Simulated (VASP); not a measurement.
Runs of VASP 6.6.1 on CdS. The structure is that of space group F-43m (No. 216), or close to it. The cells are those of the table. 

```tsv
task	cell	cutoff (eV)	gap on the mesh (eV)	pressure (GPa)
single point	a = 4.232 Å, angles 60.0°, 2 atoms	520	0.98	(a)
single point	a = 4.105 Å, angles 60.0°, 2 atoms	520	1.18	4.2
single point	a = 4.148 Å, angles 60.0°, 2 atoms	520	1.11	2.1
single point	a = 4.191 Å, angles 60.0°, 2 atoms	520	1.04	0.3
single point	a = 4.273 Å, angles 60.0°, 2 atoms	520	0.91	(b)
relaxation of cell and atoms	relaxed from a = 4.125 Å, angles 60.0°, 2 atoms	600	1.03	0.0
single point	a = 4.061 Å, angles 60.0°, 2 atoms	520	(c)	(d)
```

Alike in all rows: level PBE; potentials or basis VASP PAW PBE potentials, release 64 (Cd, S); no spin polarisation; k mesh 8 × 8 × 8; smearing gaussian 0.02 eV.

**Question.** Estimate the missing entries.

**Answer.** (a) -1.2; (b) -2.5; (c) 1.25; (d) 6.7.

A k mesh can miss the band edges, and the runs leave out spin-orbit coupling on Cd.
